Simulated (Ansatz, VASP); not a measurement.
One calculation of GaP, two programs

Contents of INCAR:

```
  ALGO = Normal
  EDIFF = 1E-8
  ENCUT = 520
  GGA = PE
  ISIF = 2
  ISMEAR = -1
  LASPH = T
  LCHARG = F
  LEFG = T
  LREAL = F
  LWAVE = F
  NBANDS = 16
  NELM = 100
  PREC = Accurate
  SIGMA = 0.05
```

Contents of KPOINTS:

```
k-points
0
Gamma
  10 10 10
```

The input POSCAR:

```
GaP
1.0
    0.0000000000      2.7786998443      2.7786998443
    2.7786998443      0.0000000000      2.7786998443
    2.7786998443      2.7786998443      0.0000000000
Ga P
1 1
Direct
    0.0000000000      0.0000000000      0.0000000000
    0.7500000000      0.7500000000      0.7500000000
```

Input for Ansatz:

```yaml
crystal:
  lattice:
    - [0.0, 2.7786998443, 2.7786998443]
    - [2.7786998443, 0.0, 2.7786998443]
    - [2.7786998443, 2.7786998443, 0.0]
  atoms:
    - { symbol: Ga, position: [0.0, 0.0, 0.0] }
    - { symbol: P, position: [0.75, 0.75, 0.75] }
kpoints:
  mp_grid: { grid: [10, 10, 10] }
scf:
  occupations: { method: fermi_dirac, width: 0.05 }
hamiltonian:
  xc: pbe
  pseudopotentials: { kind: paw }
output:
  forces: true
  stress: true
  eigenvalues: true
  efg: { contact_densities: true }
```

Change from the starting cell: volume scaled by 1.06, PAW files.

Alike in both runs: task electric field gradients; functional PBE; k mesh 10 × 10 × 10; occupations fermi-dirac, width 0.05 eV; no spin polarisation.

|  | VASP | Ansatz |
| --- | --- | --- |
| version | VASP 6.6.1 | Ansatz 0.2.0 |
| potentials or method | VASP PAW PBE potentials, release 64 (Ga_d, P) | PAW with Ansatz's default frozen-core files, scalar-relativistic |
| plane-wave cutoff (eV) | 520 | 420 |
| valence electrons in the cell | 18 | 18 |

|  | VASP | Ansatz | Ansatz less VASP |
| --- | --- | --- | --- |
| pressure (GPa) | -2.0 | -2.0 | 0.00 |

With one functional, cell and mesh, what is left measures potentials, basis and numerics.
